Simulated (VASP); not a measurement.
Here is a VASP 6.6.1 calculation.

INCAR

```
SYSTEM = Pb
ALGO = Normal
EDIFF = 1E-7
ENCUT = 520
GGA = PS
GGA_COMPAT = .FALSE.
ISIF = 2
ISMEAR = -1
LASPH = .TRUE.
LCHARG = .FALSE.
LORBIT = 11
LORBMOM = .TRUE.
LREAL = .FALSE.
LSORBIT = .TRUE.
LWAVE = .FALSE.
MAGMOM = 0 0 0
NBANDS = 25
NELM = 150
PREC = Accurate
SIGMA = 0.05
```

Contents of KPOINTS:

```
k-points
0
G
  9 9 9
  0 0 0
```

The input POSCAR:

```
Pb
1.0
    0.0000000000      2.4415696833      2.4415696833
    2.4415696833      0.0000000000      2.4415696833
    2.4415696833      2.4415696833      0.0000000000
Pb
1
Direct
    0.0000000000      0.0000000000      0.0000000000
```

Potentials or basis: VASP PAW PBE potentials, release 64 (Pb_d).

Launch:

```sh
$ cat potpaw_PBE.64/Pb_d/POTCAR > POTCAR
$ mpirun -np 1 vasp_ncl > vasp.out
```

(1) Estimate the net moment.

(2) Estimate the pressure.

## Answers

(1) 0.00 μB per cell.

(2) 1.4 GPa.

Caveat: the PAW data sets were made with another functional, which shifts forces and pressure a little.
